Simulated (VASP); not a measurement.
La4ZrO:

```xyz
6
Lattice="0.0000 4.1001 4.1001 4.1001 0.0000 4.1001 4.1001 4.1001 0.0000" Properties=species:S:1:pos:R:3 pbc="T T T"
La    3.0679    5.1322    5.1322
La    3.0679    3.0679    3.0679
La    5.1322    3.0679    5.1322
La    5.1322    5.1322    3.0679
Zr    6.1501    6.1501    6.1501
O     0.0000    0.0000    0.0000
```

The cell was built from a structure type or drawn by symmetry, and may not be a known phase.

```yaml
Program: VASP 6.6.1
Task: relaxation of cell and atoms
Functional: PBE
Potentials_or_basis: VASP PAW PBE potentials, release 64 (La, Zr_sv, O)
Cutoff: 600 eV
k_mesh: 4 × 4 × 4
Occupations: gaussian, width 0.1 eV
Spin: no spin polarisation
```

At the start: pressure 14.6 GPa; volume 22.97 Å³/atom.

Question: Where does the relaxation end?

Answer: Over 3 steps the energy falls by 261.2 meV/atom and the volume is 30.07 Å³/atom (+30.9 %); space group F-43m (No. 216, to 0.1 Å) before and after.

Step by step:
| step | energy change (eV) | largest force (eV/Å) | pressure (GPa) | volume (Å³) |
| --- | --- | --- | --- | --- |
| 1 | 0.0000 | 0.4817 | 14.59 | 137.85 |
| 2 | -1.5625 | 0.0308 | -0.50 | 183.94 |
| 3 | -1.5673 | 0.0262 | 0.08 | 180.40 |

Final structure:
```
La Zr O
1.0
     0.00000    4.48474    4.48474
     4.48474    0.00000    4.48474
     4.48474    4.48474    0.00000
La Zr O
4 1 1
Cartesian
  3.3695 5.6000 5.6000
  3.3695 3.3695 3.3695
  5.6000 3.3695 5.6000
  5.6000 5.6000 3.3695
  6.7271 6.7271 6.7271
  0.0000 0.0000 0.0000
```

Caveat: the volume moved by over 15 % at a fixed basis, so the end points are rough.
